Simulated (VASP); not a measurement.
Crystal: AlN.

```xyz
4
Lattice="3.3121 0.0000 0.0000 -1.6561 2.8684 0.0000 0.0000 0.0000 4.1876" Properties=species:S:1:pos:R:3 pbc="T T T"
Al    0.0000    1.9123    3.1407
Al    1.6561    0.9561    1.0469
N     0.0000    1.9123    1.0469
N     1.6561    0.9561    3.1407
```

Base run:

```yaml
Program: VASP 6.6.1
Functional: PBEsol
Potentials_or_basis: VASP PAW PBE potentials, release 64 (Al, N)
Cutoff: 520 eV
k_mesh: 12 × 12 × 6
Occupations: gaussian, width 0.01 eV
Spin: no spin polarisation
```

Its results: band gap on the k mesh 3.19 eV, direct; pressure -3.5 GPa.

Task: The run is repeated on the same cell with these changes: functional from PBEsol to BLYP. What comes out?

Result: Band gap on the k mesh 3.56 eV, direct; pressure 3.8 GPa.

BLYP binds less tightly than PBEsol, so the same cell stands under more pressure.

Caveats: the PAW data sets were made with another functional, which shifts forces and pressure a little.

A k mesh can miss the band edges.
